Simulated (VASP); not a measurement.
A run of VASP 6.6.1 is set up as follows.

INCAR

```
SYSTEM = Ni
ALGO = Normal ; EDIFF = 1E-6
ENCUT = 520 ; GGA = PE
ISIF = 2 ; ISMEAR = -1
LASPH = .TRUE. ; LCHARG = .TRUE.
LELF = .TRUE. ; LREAL = .FALSE.
LVHAR = .TRUE. ; LWAVE = .FALSE.
NBANDS = 11 ; NELM = 60
PREC = Accurate ; SIGMA = 0.05
```

File KPOINTS:

```
k-points
0
G
  21 21 21
  0 0 0
```

POSCAR

```
Ni
1.0
    0.0000000000      1.7079508272      1.7079508272
    1.7079508272      0.0000000000      1.7079508272
    1.7079508272      1.7079508272      0.0000000000
Ni
1
Direct
    0.0000000000      0.0000000000      0.0000000000
```

Potentials or basis: VASP PAW PBE potentials, release 64 (Ni).

Run with:

```sh
$ cat potpaw_PBE.64/Ni/POTCAR > POTCAR
$ mpirun -np 1 vasp_std > vasp.out
```

(1) Predict the band gap on the k mesh.

(2) Predict the pressure.

## Answers

(1) zero (bands 5 and 6 overlap by 1.10 eV).

(2) 20.4 GPa.

Caveat: the cell stands under pressure; the run has no spin polarisation, though such a crystal can be magnetic.
